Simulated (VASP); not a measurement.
Here is a VASP 6.6.1 calculation.

File INCAR:

```
SYSTEM = Al
  ALGO = Normal
  EDIFF = 1E-6
  ENCUT = 520
  ISIF = 2
  ISMEAR = 1
  LASPH = .True.
  LCHARG = .True.
  LELF = .True.
  LREAL = .False.
  LVHAR = .True.
  LWAVE = .False.
  NBANDS = 8
  NELM = 60
  PREC = Accurate
  SIGMA = 0.1
```

Contents of KPOINTS:

```
k-points
0
Gamma
  7 7 7
  0 0 0
```

POSCAR

```
Al
1.0
    2.5035620288      0.0000000000      0.0000000000
    0.0000000000      2.5035620288      0.0000000000
    0.0000000000      0.0000000000      2.5035620288
Al
1
Direct
    0.0000000000      0.0000000000      0.0000000000
```

Potentials or basis: VASP PAW LDA potentials, release 64 (Al).

Command:

```sh
$ cat potpaw_LDA.64/Al/POTCAR > POTCAR
$ mpirun -np 1 vasp_std > vasp.out
```

Task: What does it give for the pressure?

Result: 20.2 GPa.
